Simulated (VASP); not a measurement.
In3Sb, 4 atoms in the cell. It takes space group Pm-3m (No. 221, cubic). Conventional cell: a = 4.837 Å, b = 4.837 Å, c = 4.837 Å, α = 90.00°, β = 90.00°, γ = 90.00°. Within 4.5 Å of In (site symmetry 4/mmm) lie 8 In at 3.42 Å and 4 Sb at 3.42 Å. Sb (site symmetry m-3m) has 12 In at 3.42 Å within 4.5 Å. 

| Quantity | Value |
| --- | --- |
| Program | VASP 6.6.1 |
| Task | single point |
| Functional | r2SCAN |
| Potentials or basis | VASP PAW PBE potentials, release 64 (In_d, Sb) |
| Cutoff | 520 eV |
| k mesh | 6 × 6 × 6 |
| Occupations | gaussian, width 0.1 eV |
| Spin | no spin polarisation |
| Dipole correction | no |
| Further INCAR settings | ALGO = Normal; EDIFF = 1e-06; NBANDS = 30 |

Potentials or basis: VASP PAW PBE potentials, release 64 (In_d, Sb).

Run with:

```bash
$ cat potpaw_PBE.64/In_d/POTCAR potpaw_PBE.64/Sb/POTCAR > POTCAR
$ cp INCAR.step1 INCAR
$ mpirun -np 1 vasp_std > vasp.out
$ cp INCAR.step2 INCAR
$ mpirun -np 1 vasp_std > vasp.out
```

Hardware: 1 thread of AMD EPYC 9R45 96-Core Processor (Zen 5), on a shared host.

Task: Estimate the wall time of this run.

Result: Run time: 110 s on 1 thread of AMD EPYC 9R45 96-Core Processor (Zen 5), on a shared host, peak memory 0.21 GiB. Counts: k points 20.
